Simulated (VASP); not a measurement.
# ZnCd3O (Pm-3m) in VASP: a series of runs

The runs below take ZnCd3O through single point, relaxation of cell and atoms, with PBE.

Everything below comes from runs of VASP 6.6.1. Logs are shortened: lines on timing, memory, paths and dates and some standing lists are left out, and cuts for length are marked.

### Step 1. The cell of the first run

Symmetry: Pm-3m, No. 221, cubic system. Conventional cell: a = 4.634 Å, b = 4.634 Å, c = 4.634 Å, α = 90.00°, β = 90.00°, γ = 90.00°. Within 4.3 Å of Zn (site symmetry m-3m) lie 12 Cd at 3.28 Å and 8 O at 4.01 Å. Cd (site symmetry 4/mmm) has 2 O at 2.32 Å within 3.1 Å. Within 3.1 Å of O (site symmetry m-3m) lie 6 Cd at 2.32 Å.

### Step 2. Single point, PBE

The input, INCAR:

```
SYSTEM = ZnCd3O
  PREC = Accurate
  ENCUT = 520
  EDIFF = 1E-6
  ISMEAR = 0
  SIGMA = 0.1
  LREAL = .FALSE.
  LASPH = .TRUE.
  NELM = 80
  ALGO = Normal
  ISIF = 2
  LWAVE = .FALSE.
  LCHARG = .FALSE.
  GGA = PE
  NBANDS = 35
```

The input, KPOINTS:

```
Automatic mesh
0
G
  4 4 4
  0 0 0
```

The input, POSCAR:

```
ZnCd3O
1.0
    4.6342087229      0.0000000000      0.0000000000
    0.0000000000      4.6342087229      0.0000000000
    0.0000000000      0.0000000000      4.6342087229
Zn Cd O
1 3 1
Direct
    0.5000000000      0.5000000000      0.5000000000
    0.5000000000      0.0000000000      0.0000000000
    0.0000000000      0.5000000000      0.0000000000
    0.0000000000      0.0000000000      0.5000000000
    0.0000000000      0.0000000000      0.0000000000
```

Potentials or basis: VASP PAW PBE potentials, release 64 (Zn, Cd, O).

Started as:

```bash
$ cat potpaw_PBE.64/Zn/POTCAR potpaw_PBE.64/Cd/POTCAR potpaw_PBE.64/O/POTCAR > POTCAR
$ mpirun -np 1 vasp_std > vasp.out
```

OUTCAR:

```text
SYSTEM = ZnCd3O
   PREC = Accurate
   ENCUT = 520
   EDIFF = 1E-6
   ISMEAR = 0
   LREAL = .FALSE.
   LASPH = .TRUE.
   NELM = 80
   ISIF = 2
   GGA = PE

 ion  position               nearest neighbor table
   1  0.500  0.500  0.500-   2 3.28   3 3.28   4 3.28   2 3.28   3 3.28   2 3.28   4 3.28   2 3.28
                             3 3.28   4 3.28   3 3.28   4 3.28
   2  0.500  0.000  0.000-   5 2.32   5 2.32   4 3.28   1 3.28   1 3.28   4 3.28   1 3.28   3 3.28
                             1 3.28   3 3.28   4 3.28   3 3.28   4 3.28   3 3.28
   3  0.000  0.500  0.000-   5 2.32   5 2.32   4 3.28   1 3.28   1 3.28   4 3.28   2 3.28   4 3.28
                             2 3.28   4 3.28   1 3.28   2 3.28   1 3.28   2 3.28
   4  0.000  0.000  0.500-   5 2.32   5 2.32   3 3.28   1 3.28   2 3.28   3 3.28   2 3.28   1 3.28
                             3 3.28   3 3.28   1 3.28   2 3.28   2 3.28   1 3.28
   5  0.000  0.000  0.000-   2 2.32   3 2.32   4 2.32   4 2.32   3 2.32   2 2.32

  LATTYP: Found a simple cubic cell.
 ALAT       =     4.6342087229

  Lattice vectors:

 A1 = (   4.6342087229,   0.0000000000,   0.0000000000)
 A2 = (   0.0000000000,   4.6342087229,   0.0000000000)
 A3 = (   0.0000000000,   0.0000000000,   4.6342087229)

Analysis of symmetry for initial positions (statically):
=====================================================================
 Subroutine PRICEL returns:
 Original cell was already a primitive cell.

 Routine SETGRP: Setting up the symmetry group for a
 simple cubic supercell.

 Subroutine GETGRP returns: Found 48 space group operations
 (whereof 48 operations were pure point group operations)
 out of a pool of 48 trial point group operations.

The static configuration has the point symmetry O_h .

Analysis of symmetry for dynamics (positions and initial velocities):
=====================================================================
 Subroutine PRICEL returns:
 Original cell was already a primitive cell.

 Routine SETGRP: Setting up the symmetry group for a
 simple cubic supercell.

 Subroutine GETGRP returns: Found 48 space group operations
 (whereof 48 operations were pure point group operations)
 out of a pool of 48 trial point group operations.

The dynamic configuration has the point symmetry O_h .

 Subroutine INISYM returns: Found 48 space group operations
 (whereof 48 operations are pure point group operations),
 and found     1 'primitive' translations

----------------------------------------------------------------------------------------
[... 86 lines left out ...]
   EDIFFG = 0.1E-04   stopping-criterion for IOM
   NSW    =      0    number of steps for IOM
   IBRION =     -1    ionic relax: 0-MD 1-quasi-New 2-CG
   NFREE  =      0    steps in history (QN), initial steepest desc. (CG)
   ISIF   =      2    stress and relaxation
   ISYM   =      2    0-nonsym 1-usesym 2-fastsym
   POTIM  = 0.5000    time-step for ionic-motion
   TEBEG  =    0.0;   TEEND  =   0.0 temperature during run
   PSTRESS=    0.0 pullay stress
   NELECT =      54.0000    total number of electrons
   NUPDOWN=      -1.0000    fix difference up-down
   EMIN   =  10.00;   EMAX   =-10.00  energy-range for DOS
   EFERMI =   0.00;   METHOD = LEGACY
   ISMEAR =     0;   SIGMA  =   0.10  broadening in eV -4-tet -1-fermi 0-gaus
   EFERMI_NEDOS =   21; number of points for ismear=-14 and -15
   IALGO  =     38    algorithm
   IMIX   =      4    mixing-type and parameters
     AMIX     =   0.40;   BMIX     =  1.00
     AMIX_MAG =   1.60;   BMIX_MAG =  1.00
  volume/ion in A,a.u.               =      19.90       134.32
  Fermi-wavevector in a.u.,A,eV,Ry     =   1.335254  2.523264 24.257865  1.782903
  Thomas-Fermi vector in A             =   2.463972
   LORBIT       =      0    0 simple, 1 ext, 2 COOP (PROOUT), +10 PAW based schemes
   GGA     = PE    functional components
   LHFCALC =     F    Hartree Fock is set to
   AEXX    =    0.0000 exact exchange contribution
   IVDW    =     0    specifies the selected vdW correction
   LEPSILON=     F    determine dielectric tensor
   LRPA    =     F    only Hartree local field effects (RPA)
 non-spin polarized calculation
 Gauss-broadening in eV      SIGMA  =   0.10
  energy-cutoff  :      520.00
  volume of cell :       99.52
 maximum number of plane-waves:      2721
 NGX is ok and might be reduce to    36
   NGX = 17   NGY = 17   NGZ = 17

 number of electron      53.9999953 magnetization

 Free energy of the ion-electron system (eV)
  ---------------------------------------------------
  ext. energy  EPLUGINS =         0.00000000
  ---------------------------------------------------
  free energy    TOTEN  =        -8.67705370 eV

  energy without entropy =       -8.66670676  energy(sigma->0) =       -8.67188023

 E-fermi :   2.2256     XC(G=0): -10.4797

 val. band max:        1.8687835352   @ k =   0.5000   0.5000   0.2500
 cond. band min:       2.2404959087   @ k =   0.5000   0.2500   0.0000
 fundamental gap:      0.3717123735
 Fermi energy:         2.2256163946

 k-point     1 :       0.0000    0.0000    0.0000
  band No.  band energies     occupation
      1     -16.8294      2.00000
      2      -6.9807      2.00000
      3      -6.9807      2.00000
      4      -6.9807      2.00000
      5      -6.8084      2.00000
      6      -6.8084      2.00000
[... 369 lines left out ...]
     34      12.3229      0.00000
     35      12.3229      0.00000

------------------------ aborting loop because EDIFF is reached ----------------------------------------

  FORCE on cell =-STRESS in cart. coord.  units (eV):
  Direction    XX          YY          ZZ          XY          YZ          ZX
  --------------------------------------------------------------------------------------
  -------------------------------------------------------------------------------------
  Total        0.1588388      0.1588388      0.1588388      0.0000000      0.0000000     -0.0000000
  in kB        2.5570574      2.5570574      2.5570574      0.0000000      0.0000000     -0.0000000
  external PRESSURE =       2.5570574 kB  Pullay stress =       0.0000000 kB

 VOLUME and BASIS-vectors are now :
 -----------------------------------------------------------------------------
  energy-cutoff  :      520.00
  volume of cell :       99.52
      direct lattice vectors                 reciprocal lattice vectors
     4.634208723  0.000000000  0.000000000     0.215786569  0.000000000  0.000000000
     0.000000000  4.634208723  0.000000000     0.000000000  0.215786569  0.000000000
     0.000000000  0.000000000  4.634208723     0.000000000  0.000000000  0.215786569

 POSITION                                       TOTAL-FORCE (eV/Angst)
 -----------------------------------------------------------------------------------
      2.31710      2.31710      2.31710         0.000000      0.000000      0.000000
      2.31710      0.00000      0.00000         0.000000      0.000000      0.000000
      0.00000      2.31710      0.00000         0.000000      0.000000      0.000000
      0.00000      0.00000      2.31710         0.000000      0.000000      0.000000
      0.00000      0.00000      0.00000         0.000000      0.000000      0.000000
 -----------------------------------------------------------------------------------
    total drift:                                0.000000      0.000000     -0.000000

  FREE ENERGIE OF THE ION-ELECTRON SYSTEM (eV)
  ---------------------------------------------------
  free  energy   TOTEN  =        -8.6770536992 eV

  energy  without entropy=       -8.6667067643  energy(sigma->0) =       -8.67188023
```

OSZICAR:

```text
N       E                     dE             d eps       ncg     rms          rms(c)
DAV:   1     0.468080981498E+03    0.46808E+03   -0.27245E+04   700   0.172E+03
DAV:   2     0.258837566159E+02   -0.44220E+03   -0.42521E+03   722   0.431E+02
DAV:   3    -0.103285763497E+02   -0.36212E+02   -0.35368E+02   782   0.122E+02
DAV:   4    -0.112983835218E+02   -0.96981E+00   -0.96579E+00   781   0.177E+01
DAV:   5    -0.113032103988E+02   -0.48269E-02   -0.48263E-02   757   0.127E+00    0.123E+01
DAV:   6    -0.900463873306E+01    0.22986E+01   -0.14790E+01   994   0.355E+01    0.895E+00
DAV:   7    -0.869045445370E+01    0.31418E+00   -0.43798E+00   761   0.111E+01    0.613E+00
DAV:   8    -0.868132117353E+01    0.91333E-02   -0.46285E-01   728   0.387E+00    0.168E+00
DAV:   9    -0.867758799675E+01    0.37332E-02   -0.34275E-02   835   0.126E+00    0.362E-01
DAV:  10    -0.867710544902E+01    0.48255E-03   -0.86575E-03   712   0.563E-01    0.162E-01
DAV:  11    -0.867705694695E+01    0.48502E-04   -0.42038E-04   732   0.133E-01    0.544E-02
DAV:  12    -0.867705652978E+01    0.41716E-06   -0.23723E-04   785   0.800E-02    0.198E-02
DAV:  13    -0.867705519335E+01    0.13364E-05   -0.56268E-05   825   0.461E-02    0.946E-03
DAV:  14    -0.867705392344E+01    0.12699E-05   -0.53136E-06   621   0.133E-02    0.494E-03
DAV:  15    -0.867705369918E+01    0.22425E-06   -0.16089E-06   518   0.633E-03
   1 F= -.86770537E+01 E0= -.86718802E+01  d E =-.103469E-01
```

stdout:

```text
POSCAR found type information on POSCAR ZnCdO
 POSCAR found :  3 types and       5 ions
 scaLAPACK will be used
 LDA part: xc-table for (Slater+PW92), standard interpolation
 POSCAR, INCAR and KPOINTS ok, starting setup
 FFT: planning ... GRIDC
 FFT: planning ... GRID_SOFT
 FFT: planning ... GRID
 WAVECAR not read
 entering main loop
```

Run time: 20 s. Hardware: 1 thread of Intel Xeon 6975P-C (Granite Rapids), shared host; peak memory 0.21 GiB.

What came out:

* Free energy: -8.6771 eV
* Pressure: 0.3 GPa
* Band gap on the k mesh: zero (band 27 reaches 3.58 eV, above the bottom of band 28 at 0.40 eV)

Levels at points of the mesh, in eV from the Fermi level:
| k point | band 23 | band 24 | band 25 | band 26 | band 27 | band 28 | band 29 | band 30 | band 31 | band 32 |
| --- | --- | --- | --- | --- | --- | --- | --- | --- | --- | --- |
| (0.00, 0.00, 0.00) | -4.98 | -4.98 | -4.98 | 0.65 | 0.65 | 0.99 | 0.99 | 0.99 | 1.61 | 6.45 |
| (0.50, 0.00, 0.00) | -4.50 | -4.50 | -4.12 | -2.44 | 1.36 | 1.87 | 1.87 | 2.82 | 3.32 | 3.93 |
| (0.50, 0.50, 0.00) | -5.27 | -4.15 | -3.89 | -1.68 | -0.50 | -0.50 | 3.33 | 3.84 | 3.95 | 3.95 |
| (0.50, 0.50, 0.50) | -4.31 | -4.31 | -2.02 | -1.83 | -1.83 | -1.83 | 1.56 | 1.56 | 1.56 | 2.96 |

### Step 3. Single point, PBE

This run uses another cell than the first one, of 22.37 Å³/atom, 1.124 times its volume.

The input, INCAR:

```
PREC     = Accurate       # precision mode
ENCUT    = 520            # plane-wave cutoff, eV
EDIFF    = 1E-7           # SCF threshold, eV
ISMEAR   = 0              # smearing method
SIGMA    = 0.1            # smearing width, eV
LREAL    = F              # projectors in reciprocal space
LASPH    = T              # aspherical terms in the spheres
NELM     = 80             # most SCF steps
ALGO     = Normal         # electronic algorithm
ISIF     = 2              # what is computed and relaxed
LWAVE    = F              # write WAVECAR
LCHARG   = F              # write CHGCAR
GGA      = PE             # functional
NBANDS   = 35             # bands
```

The input, KPOINTS:

```
Automatic mesh
0
Gamma
  4 4 4
```

Changes to POSCAR since step 2:

```diff
@@ -2,5 +2,5 @@
 1.0
-    4.6342087229      0.0000000000      0.0000000000
-    0.0000000000      4.6342087229      0.0000000000
-    0.0000000000      0.0000000000      4.6342087229
+    4.8182729000      0.0000000000      0.0000000000
+    0.0000000000      4.8182729000      0.0000000000
+    0.0000000000      0.0000000000      4.8182729000
 Zn Cd O
```

Potentials or basis: VASP PAW PBE potentials, release 64 (Zn, Cd, O).

Started as:

```bash
$ cat potpaw_PBE.64/Zn/POTCAR potpaw_PBE.64/Cd/POTCAR potpaw_PBE.64/O/POTCAR > POTCAR
$ mpirun -np 1 vasp_std > vasp.out
```

Run time: 20 s. Hardware: 1 thread of Intel Xeon 6975P-C (Granite Rapids), shared host; peak memory 0.21 GiB.

It converged, with:

```
Free energy            : -8.4667 eV
Pressure               : -5.1 GPa
Band gap on the k mesh : zero (band 27 reaches 2.43 eV, above the bottom of band 28 at 0.07 eV)
```

Levels at points of the mesh, in eV from the Fermi level:
```csv
k point,band 24,band 25,band 26,band 27,band 28,band 29,band 30,band 31
"(0.00, 0.00, 0.00)",-4.40,-4.40,0.31,0.31,0.99,1.06,1.06,1.06
"(0.50, 0.00, 0.00)",-4.05,-3.95,-2.40,0.90,1.83,1.83,2.22,3.17
"(0.50, 0.50, 0.00)",-3.78,-3.62,-1.77,-0.51,-0.51,3.00,3.62,3.73
"(0.50, 0.50, 0.50)",-4.17,-2.12,-1.46,-1.46,-1.46,1.17,1.17,1.17
```

### Step 4. Single point, PBE

This run uses another cell than the first one, of 19.95 Å³/atom, 1.002 times its volume.

The input, INCAR:

```
SYSTEM = ZnCd3O
ALGO = Normal
EDIFF = 1E-6
ENCUT = 520
GGA = PE
ISIF = 2
ISMEAR = 0
LASPH = .TRUE.
LCHARG = .FALSE.
LREAL = .FALSE.
LWAVE = .FALSE.
NBANDS = 35
NELM = 100
PREC = Accurate
SIGMA = 0.1
```

The input, KPOINTS:

```
k-points
0
G
  8 8 8
  0 0 0
```

Changes to POSCAR since step 3:

```diff
@@ -2,5 +2,5 @@
 1.0
-    4.8182729000      0.0000000000      0.0000000000
-    0.0000000000      4.8182729000      0.0000000000
-    0.0000000000      0.0000000000      4.8182729000
+    4.6375237935      0.0000000000      0.0000000000
+    0.0000000000      4.6375237935      0.0000000000
+    0.0000000000      0.0000000000      4.6375237935
 Zn Cd O
```

Started as:

```bash
$ cat potpaw_PBE.64/Zn/POTCAR potpaw_PBE.64/Cd/POTCAR potpaw_PBE.64/O/POTCAR > POTCAR
$ mpirun -np 1 vasp_std > vasp.out
```

Run time: 48 s. Hardware: 1 thread of Intel Xeon 6975P-C (Granite Rapids), shared host; peak memory 0.26 GiB.

The run converged. Its results:

- Free energy: -8.5249 eV
- Pressure: 0.5 GPa
- Band gap on the k mesh: zero (band 27 reaches 3.55 eV, above the bottom of band 28 at 0.40 eV)

Levels at points of the mesh, in eV from the Fermi level:
```
           k point  band 25  band 26  band 27  band 28  band 29  band 30
(0.00, 0.00, 0.00)    -5.00     0.61     0.61     0.97     0.97     0.97
(0.50, 0.00, 0.00)    -4.14    -2.45     1.32     1.85     1.85     2.79
(0.50, 0.50, 0.00)    -3.89    -1.71    -0.52    -0.52     3.31     3.82
(0.50, 0.50, 0.50)    -2.03    -1.84    -1.84    -1.84     1.52     1.52
```

### Step 5. Relaxation of cell and atoms, PBE

This run uses another cell than the first one, of 22.37 Å³/atom, 1.124 times its volume.

The input, INCAR:

```
PREC = Accurate
ENCUT = 600
EDIFF = 1E-6
ISMEAR = 0
SIGMA = 0.1
LREAL = False
LASPH = True
NELM = 80
ALGO = Normal
ISIF = 3
LWAVE = False
LCHARG = False
GGA = PE
IBRION = 2
NSW = 90
EDIFFG = -0.04
```

The input, KPOINTS:

```
Automatic mesh
0
Gamma
  4 4 4
```

Changes to POSCAR since step 4:

```diff
@@ -2,5 +2,5 @@
 1.0
-    4.6375237935      0.0000000000      0.0000000000
-    0.0000000000      4.6375237935      0.0000000000
-    0.0000000000      0.0000000000      4.6375237935
+    4.8182729000      0.0000000000      0.0000000000
+    0.0000000000      4.8182729000      0.0000000000
+    0.0000000000      0.0000000000      4.8182729000
 Zn Cd O
```

Started as:

```bash
$ cat potpaw_PBE.64/Zn/POTCAR potpaw_PBE.64/Cd/POTCAR potpaw_PBE.64/O/POTCAR > POTCAR
$ mpirun -np 1 vasp_std > vasp.out
```

It took 53 s on 1 thread of Intel Xeon 6975P-C (Granite Rapids), shared host; peak memory 0.27 GiB.

The run converged. Its results:

* Free energy: -8.6889 eV
* Relaxed volume: 19.95 Å³/atom
* Relaxed cell: a = 4.638 Å, b = 4.638 Å, c = 4.638 Å, α = 90.00°, β = 90.00°, γ = 90.00°
* Space group after relaxing (to 0.05 Å): Pm-3m (No. 221)
* Energy gained by relaxing: 44.4 meV/atom
* Ionic steps: 3
* Pressure after relaxing: 0.0 GPa
* Band gap on the k mesh: zero (band 27 reaches 3.56 eV, above the bottom of band 28 at 0.39 eV)

The path:
| step | energy change (eV) | largest force (eV/Å) | pressure (GPa) | volume (Å³) |
| --- | --- | --- | --- | --- |
| 1 | 0.0000 | 0.0000 | -5.20 | 111.86 |
| 2 | -0.2210 | 0.0000 | -0.46 | 100.50 |
| 3 | -0.2221 | 0.0000 | 0.00 | 99.76 |

Final structure:
```xyz
5
Lattice="4.6379 0.0000 0.0000 0.0000 4.6379 0.0000 0.0000 0.0000 4.6379" Properties=species:S:1:pos:R:3 pbc="T T T"
Zn    2.3190    2.3190    2.3190
Cd    2.3190    0.0000    0.0000
Cd    0.0000    2.3190    0.0000
Cd    0.0000    0.0000    2.3190
O     0.0000    0.0000    0.0000
```

Levels at points of the mesh, in eV from the Fermi level:
```tsv
k point	band 23	band 24	band 25	band 26	band 27	band 28	band 29	band 30	band 31	band 32
(0.00, 0.00, 0.00)	-4.97	-4.97	-4.97	0.64	0.64	0.99	0.99	0.99	1.59	6.44
(0.50, 0.00, 0.00)	-4.49	-4.49	-4.12	-2.44	1.35	1.87	1.87	2.81	3.31	3.92
(0.50, 0.50, 0.00)	-5.27	-4.14	-3.88	-1.68	-0.50	-0.50	3.33	3.83	3.94	3.94
(0.50, 0.50, 0.50)	-4.31	-4.31	-2.02	-1.82	-1.82	-1.82	1.55	1.55	1.55	2.95
```

(Continued in part 2 of 2.)
